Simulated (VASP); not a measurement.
# Ba (Fm-3m) in VASP: a series of runs

Runs on Ba. Level: PBEsol. Tasks: relaxation of cell and atoms, single point.

All numbers are computed with VASP 6.6.1; they aren't measurements. Logs are shortened: lines on timing, memory, paths and dates and some standing lists are left out, and cuts for length are marked.

### Step 1. The cell of the first run

Symmetry: Fm-3m, No. 225, cubic system. The conventional cell has a = 6.465 Å, b = 6.465 Å, c = 6.465 Å, α = 90.00°, β = 90.00°, γ = 90.00°.

This isn't the form of Ba at room conditions, which is bcc.

### Step 2. Relaxation of cell and atoms, PBEsol, target pressure 30 GPa, at which the enthalpy is minimised

Input file INCAR:

```
SYSTEM = Ba
PREC = Accurate
ENCUT = 600
EDIFF = 1E-6
ISMEAR = -1
SIGMA = 0.05
LREAL = .False.
LASPH = .True.
NELM = 80
ALGO = Normal
ISIF = 3
LWAVE = .False.
LCHARG = .False.
GGA = PS
IBRION = 2
NSW = 60
EDIFFG = -0.01
PSTRESS = 300.0
```

Input file KPOINTS:

```
regular mesh
0
Gamma
  7 7 7
  0 0 0
```

Input file POSCAR:

```
Ba
1.0
    0.0000000000      3.2326650028      3.2326650028
    3.2326650028      0.0000000000      3.2326650028
    3.2326650028      3.2326650028      0.0000000000
Ba
1
Direct
    0.0000000000      0.0000000000      0.0000000000
```

Potentials or basis: VASP PAW PBE potentials, release 64 (Ba_sv).

Run with:

```
$ cat potpaw_PBE.64/Ba_sv/POTCAR > POTCAR
$ mpirun -np 1 vasp_std > vasp.out
```

OUTCAR:

```text
SYSTEM = Ba
   PREC = Accurate
   ENCUT = 600
   EDIFF = 1E-6
   ISMEAR = -1
   LREAL = .False.
   LASPH = .True.
   NELM = 80
   ISIF = 3
   GGA = PS
   IBRION = 2
   NSW = 60
   EDIFFG = -0.01
   PSTRESS = 300.0

 ion  position               nearest neighbor table
   1  0.000  0.000  0.000-

  LATTYP: Found a face centered cubic cell.
 ALAT       =     6.4653300056

  Lattice vectors:

 A1 = (   0.0000000000,   3.2326650028,   3.2326650028)
 A2 = (   3.2326650028,   0.0000000000,   3.2326650028)
 A3 = (   3.2326650028,   3.2326650028,   0.0000000000)

Analysis of symmetry for initial positions (statically):
=====================================================================
 Subroutine PRICEL returns:
 Original cell was already a primitive cell.

 Routine SETGRP: Setting up the symmetry group for a
 face centered cubic supercell.

 Subroutine GETGRP returns: Found 48 space group operations
 (whereof 48 operations were pure point group operations)
 out of a pool of 48 trial point group operations.

The static configuration has the point symmetry O_h .

Analysis of symmetry for dynamics (positions and initial velocities):
=====================================================================
 Subroutine PRICEL returns:
 Original cell was already a primitive cell.

 Routine SETGRP: Setting up the symmetry group for a
 face centered cubic supercell.

 Subroutine GETGRP returns: Found 48 space group operations
 (whereof 48 operations were pure point group operations)
 out of a pool of 48 trial point group operations.

The dynamic configuration has the point symmetry O_h .

 Subroutine INISYM returns: Found 48 space group operations
 (whereof 48 operations are pure point group operations),
 and found     1 'primitive' translations

----------------------------------------------------------------------------------------

                                     Primitive cell

  volume of cell :      67.5635

  direct lattice vectors                    reciprocal lattice vectors
     0.000000000  3.232665003  3.232665003    -0.154671146  0.154671146  0.154671146
     3.232665003  0.000000000  3.232665003     0.154671146 -0.154671146  0.154671146
     3.232665003  3.232665003  0.000000000     0.154671146  0.154671146 -0.154671146

  length of vectors
     4.571678690  4.571678690  4.571678690     0.267898283  0.267898283  0.267898283

  position of ions in fractional coordinates (direct lattice)
     0.000000000  0.000000000  0.000000000

[... 68 lines left out ...]
   ENCUT  =  600.0 eV  44.10 Ry    6.64 a.u.   9.13  9.13  9.13*2*pi/ulx,y,z
   NELM   =     80;   NELMIN=  2; NELMDL= -5     # of ELM steps
   EDIFF  = 0.1E-05   stopping-criterion for ELM
   LREAL  =      F    real-space projection
   EDIFFG = -.1E-01   stopping-criterion for IOM
   NSW    =     60    number of steps for IOM
   IBRION =      2    ionic relax: 0-MD 1-quasi-New 2-CG
   NFREE  =      1    steps in history (QN), initial steepest desc. (CG)
   ISIF   =      3    stress and relaxation
   ISYM   =      2    0-nonsym 1-usesym 2-fastsym
   POTIM  = 0.5000    time-step for ionic-motion
   TEBEG  =    0.0;   TEEND  =   0.0 temperature during run
   PSTRESS=  300.0 pullay stress
   NELECT =      10.0000    total number of electrons
   NUPDOWN=      -1.0000    fix difference up-down
   EMIN   =  10.00;   EMAX   =-10.00  energy-range for DOS
   EFERMI =   0.00;   METHOD = LEGACY
   ISMEAR =    -1;   SIGMA  =   0.05  broadening in eV -4-tet -1-fermi 0-gaus
   EFERMI_NEDOS =   21; number of points for ismear=-14 and -15
   IALGO  =     38    algorithm
   IMIX   =      4    mixing-type and parameters
     AMIX     =   0.40;   BMIX     =  1.00
     AMIX_MAG =   1.60;   BMIX_MAG =  1.00
  volume/ion in A,a.u.               =      67.56       455.94
  Fermi-wavevector in a.u.,A,eV,Ry     =   0.865973  1.636451 10.203124  0.749908
  Thomas-Fermi vector in A             =   1.984294
   LORBIT       =      0    0 simple, 1 ext, 2 COOP (PROOUT), +10 PAW based schemes
   GGA     = PS    functional components
   LHFCALC =     F    Hartree Fock is set to
   AEXX    =    0.0000 exact exchange contribution
   IVDW    =     0    specifies the selected vdW correction
   LEPSILON=     F    determine dielectric tensor
   LRPA    =     F    only Hartree local field effects (RPA)
 conjugate gradient relaxation of ions
 non-spin polarized calculation
  energy-cutoff  :      600.00
  volume of cell :       67.56
 maximum number of plane-waves:      2269
 NGX is ok and might be reduce to    40
   NGX = 19   NGY = 19   NGZ = 19

--------------------------------------- Ionic step        1  -------------------------------------------

 number of electron      10.0000000 magnetization

 number of electron       9.9999999 magnetization

 Free energy of the ion-electron system (eV)
  ---------------------------------------------------
  ext. energy  EPLUGINS =         0.00000000
  ---------------------------------------------------
  free energy    TOTEN  =        -2.11156673 eV

  energy without entropy =       -2.09980138  energy(sigma->0) =       -2.10568406

------------------------ aborting loop because EDIFF is reached ----------------------------------------

  FORCE on cell =-STRESS in cart. coord.  units (eV):
  Direction    XX          YY          ZZ          XY          YZ          ZX
  --------------------------------------------------------------------------------------
  -------------------------------------------------------------------------------------
  Total       -0.3874361     -0.3874361     -0.3874361     -0.0000000      0.0000000     -0.0000000
  in kB       -9.1875268     -9.1875268     -9.1875268     -0.0000000      0.0000000     -0.0000000
  external PRESSURE =    -309.1875268 kB  Pullay stress =     300.0000000 kB
[... 827 lines left out ...]
 k-point    20 :      -0.2857    0.4286    0.1429
  band No.  band energies     occupation
      1     -13.0149      2.00000
      2      -6.8954      2.00000
      3      -6.2415      2.00000
      4      -1.0116      2.00000
      5      14.2415      2.00000
      6      20.3392      0.00000
      7      23.3037      0.00000
      8      24.8734      0.00000
      9      36.4132      0.00000

[... ionic steps 4 to 9 ...]

--------------------------------------- Ionic step       10  -------------------------------------------

 number of electron      10.0000000 magnetization

------------------------ aborting loop because EDIFF is reached ----------------------------------------
[... 69 lines left out ...]
--------------------------------------- Ionic step       12  -------------------------------------------

 number of electron      10.0000000 magnetization

 Free energy of the ion-electron system (eV)
  ---------------------------------------------------
  ext. energy  EPLUGINS =         0.00000000
  ---------------------------------------------------
  free energy    TOTEN  =        -0.55046944 eV

  energy without entropy =       -0.54222723  energy(sigma->0) =       -0.54634833

 E-fermi :   6.5555     XC(G=0): -11.3312

 val. band max:        6.5396359154   @ k =   0.1429   0.0000   0.0000
 cond. band min:       6.6951593505   @ k =  -0.2857   0.1429   0.0000
 fundamental gap:      0.1555234352
 Fermi energy:         6.5555457480
[... 270 lines left out ...]
  energy  without entropy=       -0.5422272286  energy(sigma->0) =       -0.54634833

  enthalpy is  TOTEN    =         3.9972390638 eV   P V=        4.5477085019

 reached required accuracy - stopping structural energy minimisation
```

CONTCAR:

```text
Ba
   1.00000000000000
     0.0000000000000000    2.2985325090757254    2.2985325090757254
     2.2985325090757254    0.0000000000000000    2.2985325090757254
     2.2985325090757254    2.2985325090757254    0.0000000000000000
  Ba
     1
Direct
     0.0000000000000000    0.0000000000000000    0.0000000000000000

  0.00000000E+00  0.00000000E+00  0.00000000E+00
```

Wall time 5.5 min (1 thread of Intel Xeon 8259CL, shared host); peak memory 0.49 GiB.

Results:

- Free energy: -0.5505 eV
- Relaxed volume: 24.29 Å³/atom
- Relaxed cell: a = 3.251 Å, b = 3.251 Å, c = 3.251 Å, α = 60.00°, β = 60.00°, γ = 60.00°
- Space group after relaxing (to 0.1 Å): Fm-3m (No. 225)
- Energy change on relaxing (the run minimises the enthalpy): +1561.1 meV/atom
- Ionic steps: 12
- Pressure after relaxing: 30.0 GPa
- Band gap on the k mesh: zero (bands 5 and 6 overlap by 3.46 eV)

The path:
| step | energy change (eV) | largest force (eV/Å) | pressure (GPa) | volume (Å³) |
| --- | --- | --- | --- | --- |
| 1 | 0.0000 | 0.0000 | -0.92 | 67.56 |
| 2 | 264.5966 | 0.0000 | 22582.35 | 3.45 |
| 3 | -0.0153 | 0.0000 | -0.56 | 64.28 |
| 4 | -0.0222 | 0.0000 | -0.19 | 61.37 |
| 5 | 1.3284 | 0.0000 | 24.15 | 25.66 |
| 6 | 16.7032 | 0.0000 | 675.79 | 11.10 |
| 7 | 1.4204 | 0.0000 | 26.59 | 25.08 |
| 8 | 1.5525 | 0.0000 | 29.78 | 24.33 |
| 9 | 4.7892 | 0.0000 | 142.89 | 16.86 |
| 10 | 1.6664 | 0.0000 | 32.51 | 23.75 |
| 11 | 1.4501 | 0.0000 | 27.40 | 24.91 |
| 12 | 1.5611 | 0.0000 | 29.97 | 24.29 |

Final structure:
```xyz
1
Lattice="0.0000 2.2985 2.2985 2.2985 0.0000 2.2985 2.2985 2.2985 0.0000" Properties=species:S:1:pos:R:3 pbc="T T T"
Ba    0.0000    0.0000    0.0000
```

Caveat: the cell is relaxed towards a set pressure, so the run minimises the enthalpy, not the energy; the volume moved by over 15 % at a fixed basis, so the end points are rough; the PAW data sets were made with another functional, which shifts forces and pressure a little; spin-orbit coupling is left out, which moves the levels of the heavy elements.

### Step 3. Single point, PBEsol, non-collinear spin, zero start, spin-orbit coupling

Input file INCAR:

```
PREC = Accurate ; ENCUT = 520
EDIFF = 1E-6 ; ISMEAR = -1
SIGMA = 0.05 ; LREAL = F
LASPH = T ; NELM = 150
ALGO = Fast ; ISIF = 2
LWAVE = F ; LCHARG = T
MAGMOM = 0 0 0 ; LORBIT = 11
LSORBIT = T ; GGA_COMPAT = F
LORBMOM = T ; GGA = PS
LVHAR = T ; NBANDS = 21
```

Input file KPOINTS:

```
regular mesh
0
Gamma
  7 7 7
```

POSCAR is that of step 2.

Potentials or basis: VASP PAW PBE potentials, release 64 (Ba_sv).

Run with:

```
$ cat potpaw_PBE.64/Ba_sv/POTCAR > POTCAR
$ mpirun -np 1 vasp_ncl > vasp.out
```

OUTCAR:

```text
PREC = Accurate
   ENCUT = 520
   EDIFF = 1E-6
   ISMEAR = -1
   LREAL = F
   LASPH = T
   NELM = 150
   ISIF = 2
   LORBIT = 11
   LSORBIT = T
   GGA = PS

 ion  position               nearest neighbor table
   1  0.000  0.000  0.000-

  LATTYP: Found a face centered cubic cell.
 ALAT       =     6.4653300056

  Lattice vectors:

 A1 = (   0.0000000000,   3.2326650028,   3.2326650028)
 A2 = (   3.2326650028,   0.0000000000,   3.2326650028)
 A3 = (   3.2326650028,   3.2326650028,   0.0000000000)

Analysis of symmetry for initial positions (statically):
=====================================================================
 Subroutine PRICEL returns:
 Original cell was already a primitive cell.

 Routine SETGRP: Setting up the symmetry group for a
[... 719 lines left out ...]
            0.000   0.000   0.000

 Spin-Orbit-Coupling matrix elements

 Ion:    1  E_soc:     -0.3989075
 l=   1
     0.0000000    -0.0663711    -0.0663711
    -0.0663711     0.0000000    -0.0663711
    -0.0663711    -0.0663711     0.0000000
 l=   2
     0.0000000    -0.0000048     0.0000000    -0.0000048    -0.0001088
    -0.0000048     0.0000000    -0.0000816    -0.0000048    -0.0000272
     0.0000000    -0.0000816     0.0000000    -0.0000816     0.0000000
    -0.0000048    -0.0000048    -0.0000816     0.0000000    -0.0000272
    -0.0001088    -0.0000272     0.0000000    -0.0000272     0.0000000
 l=   3
     0.0000000     0.0000000     0.0000000     0.0000000     0.0000000     0.0000000     0.0000000
     0.0000000     0.0000000     0.0000000     0.0000000     0.0000000     0.0000000     0.0000000
     0.0000000     0.0000000     0.0000000     0.0000000     0.0000000     0.0000000     0.0000000
     0.0000000     0.0000000     0.0000000     0.0000000     0.0000000     0.0000000     0.0000000
     0.0000000     0.0000000     0.0000000     0.0000000     0.0000000     0.0000000     0.0000000
     0.0000000     0.0000000     0.0000000     0.0000000     0.0000000     0.0000000     0.0000000
     0.0000000     0.0000000     0.0000000     0.0000000     0.0000000     0.0000000     0.0000000

 total charge

# of ion       s       p       d       tot
------------------------------------------
    1        2.067   5.542   0.248   7.857

 magnetization (x)

# of ion       s       p       d       tot
------------------------------------------
    1        0.000   0.000   0.000   0.000

 magnetization (y)

# of ion       s       p       d       tot
------------------------------------------
    1        0.000   0.000   0.000   0.000

 magnetization (z)

# of ion       s       p       d       tot
------------------------------------------
    1        0.000   0.000   0.000   0.000
```

Run time: 2.2 min. Hardware: 1 thread of Intel Xeon 8259CL, shared host; peak memory 0.38 GiB.

Results:

```yaml
Free_energy: -2.3107 eV
Pressure: -0.9 GPa
Net_moment: 0.00 μB per cell
Valence_electrons_inside_the_program's_atomic_spheres: Ba 7.86
```

Moments on the atoms (μB; x, y, z):
```
Ba  0.00 0.00 0.00
```

Caveat: the PAW data sets were made with another functional, which shifts forces and pressure a little.
